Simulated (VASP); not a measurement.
Input of a VASP 6.6.1 run:

File INCAR:

```
SYSTEM = BN
PREC = Accurate
ENCUT = 520
EDIFF = 1E-7
ISMEAR = -1
SIGMA = 0.02
LREAL = .FALSE.
LASPH = .TRUE.
NELM = 100
ALGO = Normal
ISIF = 2
LWAVE = .FALSE.
LCHARG = .FALSE.
GGA = PE
NBANDS = 26
```

KPOINTS

```
Automatic mesh
0
G
  12 8 1
  0 0 0
```

POSCAR

```
BN
1.0
    2.5630581729      0.0000000000      0.0000000000
    0.0000000000      3.6247116293      0.0000000000
    0.0000000000      0.0000000000     19.8446000000
B N
4 4
Direct
    0.0000000000      0.8335332904      0.4149549261
    0.5000000000      0.3764761338      0.4624640632
    0.0000000000      0.8764679690      0.5375370471
    0.5000000000      0.3335278475      0.5850450702
    0.5000000000      0.6500267814      0.4037015952
    0.0000000000      0.1399764569      0.4650494104
    0.5000000000      0.6399705440      0.5349496106
    0.0000000000      0.1500209770      0.5962982763
```

Potentials or basis: VASP PAW PBE potentials, release 64 (B, N).

The run is started by

```console
$ cat potpaw_PBE.64/B/POTCAR potpaw_PBE.64/N/POTCAR > POTCAR
$ mpirun -np 1 vasp_std > vasp.out
```

Problem. Predict the band gap on the k mesh.

Solution. 2.60 eV (least direct gap 3.40 eV).

Problem. Predict the largest force.

Solution. 0.031 eV/Å.

Forces on the atoms (eV/Å):
```
B    0.000  0.002 -0.031
B    0.000 -0.006  0.011
B    0.000 -0.005 -0.011
B    0.000  0.002  0.031
N    0.000  0.005 -0.003
N    0.000 -0.002  0.018
N    0.000 -0.002 -0.017
N    0.000  0.005  0.004
```

Caveat: there is no dipole correction, which matters where the two faces differ.
